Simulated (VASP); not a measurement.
Here is a VASP 6.6.1 calculation.

File INCAR:

```
PREC = Accurate
ENCUT = 520
EDIFF = 1E-6
ISMEAR = 0
SIGMA = 0.05
LREAL = False
LASPH = True
NELM = 80
ALGO = Normal
ISIF = 2
LWAVE = False
LCHARG = False
GGA = PE
NBANDS = 28
```

Contents of KPOINTS:

```
regular mesh
0
Gamma
  10 10 6
```

The input POSCAR:

```
PbO
1.0
    3.5819745929      0.0000000000      0.0000000000
   -1.7909872964      3.1334151446      0.0000000000
    0.0000000000      0.0000000000      6.3515547832
Pb O
2 2
Direct
    0.3333333333      0.6666666667      0.2500000000
    0.6666666667      0.3333333333      0.7500000000
    0.0000000000      0.0000000000      0.0000000000
    0.0000000000      0.0000000000      0.5000000000
```

Potentials or basis: VASP PAW PBE potentials, release 64 (Pb_d, O).

Run with:

```bash
$ cat potpaw_PBE.64/Pb_d/POTCAR potpaw_PBE.64/O/POTCAR > POTCAR
$ mpirun -np 1 vasp_std > vasp.out
```

Question: Estimate the pressure.

Answer: 0.8 GPa.

Question: Estimate the largest force.

Answer: 0.017 eV/Å.

Question: Predict the band gap on the k mesh.

Answer: 0.13 eV (least direct gap 0.15 eV).

Stress tensor (GPa, compression positive):
```
0.96 0.00 0.00
0.00 0.82 0.00
0.00 0.00 0.52
```

Caveat: spin-orbit coupling is left out, which moves the levels of the heavy elements. A k mesh can miss the band edges.
